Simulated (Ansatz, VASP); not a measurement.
# One calculation of AgCl, two programs

```
CELL_PARAMETERS angstrom
3.43397 0.00000 0.00000
0.00000 3.43397 0.00000
0.00000 0.00000 3.46831
ATOMIC_POSITIONS crystal
Ag 0.00000 0.00000 0.00000
Cl 0.50000 0.50000 0.50000
```

Change from the starting cell: zz strain of +1 %, crystal datasets.

Alike in both runs: task electric field gradients; functional PBEsol; k mesh 9 × 9 × 9; occupations fermi-dirac, width 0.01 eV; no spin polarisation.

|  | VASP | Ansatz |
| --- | --- | --- |
| version | VASP 6.6.1 | Ansatz 0.2.0 |
| potentials or method | VASP PAW PBE potentials, release 64 (Ag, Cl), cutoff 520 eV | all-electron PAW with datasets made for the crystal, scalar-relativistic |

VASP gave:

* gap on the k mesh at the Fermi level (eV): 0.43
* pressure (GPa): -5.1
* traceless stress, the component that is largest in VASP (GPa): -0.30
* size of Vzz on the site where it differs most (V/Å²): 1.0

**Question.** Estimate Ansatz's values.

**Answer.** gap on the k mesh at the Fermi level (eV): 0.43; pressure (GPa): -5.0; traceless stress, the component that is largest in VASP (GPa): -0.30; size of Vzz on the site where it differs most (V/Å²): 1.2.

VASP's potentials were made for PBE, not for PBEsol. Ansatz ran all-electron here, and VASP with PAW potentials.
